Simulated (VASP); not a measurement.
Here is a VASP 6.6.1 calculation.

File INCAR:

```
SYSTEM = KI
ALGO = Normal ; EDIFF = 1E-6
ENCUT = 520 ; GGA = PE
ISIF = 2 ; ISMEAR = 0
ISPIN = 2 ; ISYM = 0
LASPH = .TRUE. ; LCHARG = .TRUE.
LELF = .TRUE. ; LORBIT = 11
LREAL = .FALSE. ; LVHAR = .TRUE.
LWAVE = .FALSE. ; MAGMOM = 0 4
NBANDS = 19 ; NELM = 150
PREC = Accurate ; SIGMA = 0.1
```

Contents of KPOINTS:

```
Automatic mesh
0
Gamma
  1 1 4
  0.25 0.25 0.25
```

POSCAR

```
KI
1.0
    0.0000000000      3.5424356157      3.5424356157
    3.5424356157      0.0000000000      3.5424356157
    3.5424356157      3.5424356157      0.0000000000
K I
1 1
Direct
    0.0000000000      0.0000000000      0.0000000000
    0.5000000000      0.5000000000      0.5000000000
```

Potentials or basis: VASP PAW PBE potentials, release 64 (K_sv, I).

Launch:

```console
$ cat potpaw_PBE.64/K_sv/POTCAR potpaw_PBE.64/I/POTCAR > POTCAR
$ mpirun -np 1 vasp_std > vasp.out
```

(1) Predict the pressure.

(2) Estimate the net moment.

(3) What does it give for the band gap on the k mesh?

Results:

(1) 1.5 GPa.

(2) 0.00 μB per cell.

(3) 5.24 eV, direct.

Caveat: the k points lie up to 1.54 Å⁻¹ apart; spin-orbit coupling is left out, which moves the levels of the heavy elements.
